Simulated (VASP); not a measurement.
Wanted: the native input for a VASP 6.6.1 run.

| Property | Result |
| --- | --- |
| Task | relaxation of cell and atoms |
| Functional | PBEsol |
| Potentials or basis | VASP PAW PBE potentials, release 64 (Ta_pv, Sc_sv, N) |
| Cutoff | 600 eV |
| k mesh | 10 × 10 × 3 |
| Occupations | fermi-dirac, width 0.05 eV |
| Spin | no spin polarisation |
| Dipole correction | no |
| Further INCAR settings | ALGO = Normal; EDIFF = 1e-06; IBRION = 2; EDIFFG = -0.01; NSW = 60; ISIF = 3 |

The structure of ScTaN lies in POSCAR:

```
ScTaN
1.0
    3.0850655424      0.0000000000      0.0000000000
   -1.5425327712      2.6717451321      0.0000000000
    0.0000000000      0.0000000000     10.3401360000
Ta Sc N
2 2 2
Direct
    0.3333333333      0.6666666667      0.2456310000
    0.6666666667      0.3333333333      0.7543690000
    0.0000000000      0.0000000000      0.0000000000
    0.0000000000      0.0000000000      0.5000000000
    0.3333333333      0.6666666667      0.6298410000
    0.6666666667      0.3333333333      0.3701590000
```

The input as run:

INCAR

```
ALGO = Normal
EDIFF = 1E-6
EDIFFG = -0.01
ENCUT = 600
GGA = PS
IBRION = 2
ISIF = 3
ISMEAR = -1
LASPH = True
LCHARG = False
LREAL = False
LWAVE = False
NELM = 80
NSW = 60
PREC = Accurate
SIGMA = 0.05
```

KPOINTS

```
k-points
0
Gamma
  10 10 3
```

Potentials or basis: VASP PAW PBE potentials, release 64 (Ta_pv, Sc_sv, N).

The run is started by

```console
$ cat potpaw_PBE.64/Ta_pv/POTCAR potpaw_PBE.64/Sc_sv/POTCAR potpaw_PBE.64/N/POTCAR > POTCAR
$ mpirun -np 1 vasp_std > vasp.out
```

Results of the run:

```json
{"Relaxed volume": "13.77 Å³/atom", "Relaxed cell": "a = 3.056 Å, b = 3.056 Å, c = 10.219 Å, α = 90.00°, β = 90.00°, γ = 120.00°", "Space group after relaxing (to 0.05 Å)": "P-3m1 (No. 164)", "Energy gained by relaxing": "8.7 meV/atom", "Ionic steps": "8", "Pressure after relaxing": "0.0 GPa", "Largest force after relaxing": "0.007 eV/Å", "Band gap on the k mesh": "zero (band 27 reaches 6.93 eV, above the bottom of band 28 at 6.15 eV)"}
```

Caveat: the PAW data sets were made with another functional, which shifts forces and pressure a little; spin-orbit coupling is left out, which moves the levels of the heavy elements.

It took 10 min on 1 thread of Intel(R) Xeon(R) Platinum 8488C (Sapphire Rapids), with other jobs on the host, peak memory 0.33 GiB.
